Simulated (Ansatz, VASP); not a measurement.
## InSe: VASP beside Ansatz

```
CELL_PARAMETERS angstrom
4.22800 0.00000 0.00000
-2.11400 3.66156 0.00000
0.00000 0.00000 36.72119
ATOMIC_POSITIONS crystal
Se 0.00000 0.00000 0.42984
Se 0.00000 0.00000 0.57014
In 0.66667 0.33333 0.46359
In 0.66667 0.33333 0.53639
```

Alike in both runs: task single point; functional PBE; dispersion D3(BJ); k mesh 9 × 9 × 1; occupations gaussian, width 0.02 eV; no spin polarisation.

|  | VASP | Ansatz |
| --- | --- | --- |
| version | VASP 6.6.1 | Ansatz 0.2.0 |
| potentials or method | VASP PAW PBE potentials, release 64 (Se, In_d), cutoff 520 eV | scalar-relativistic, plane waves, PAW |
| valence electrons in the cell | 38 | 58 |

|  | VASP | Ansatz | Ansatz less VASP |
| --- | --- | --- | --- |
| gap on the k mesh at the Fermi level (eV) | 1.01 | 1.02 | +0.012 |
| least direct gap on the mesh (eV) | 1.08 | 1.09 | +0.010 |
| rms of the force components (eV/Å) | 0.454 | 0.460 | +0.0060 |

VASP's potentials hold 38 valence electrons a cell and Ansatz's 58, so a difference there can come from the potentials and not from the codes.
